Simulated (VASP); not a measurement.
**Pd: single point with LDA**

Pd:

```
Pd
1.0
     2.70239    0.00000    0.00000
    -1.35120    2.34034    0.00000
     0.00000    0.00000    4.49375
Pd
2
Direct
  0.66667 0.33333 0.75000
  0.33333 0.66667 0.25000
```

```yaml
Program: VASP 6.6.1
Task: single point
Functional: LDA
Potentials_or_basis: VASP PAW LDA potentials, release 64 (Pd)
Cutoff: 520 eV
k_mesh: 9 × 9 × 5
Occupations: fermi-dirac, width 0.05 eV
Spin: no spin polarisation
Dipole_correction: no
Further_INCAR_settings: ALGO = Normal; EDIFF = 1e-06; NBANDS = 17
```

```json
{"Pressure": "0.3 GPa", "Band gap on the k mesh": "zero (band 10 reaches 10.41 eV, above the bottom of band 11 at 9.68 eV)"}
```

Stress tensor (GPa, compression positive):
```
-0.17  0.00  0.00
 0.00 -0.17  0.00
 0.00  0.00  1.22
```

Levels at points of the mesh, in eV from the Fermi level:
```tsv
k point	band 7	band 8	band 9	band 10	band 11	band 12	band 13	band 14
(0.00, 0.00, 0.00)	-2.56	-1.81	-1.81	-0.25	-0.25	0.70	7.26	17.14
```

Wall time 5.9 s on 1 thread of Intel(R) Xeon(R) 6975P-C (Granite Rapids) (shared host), peak memory 0.13 GiB.
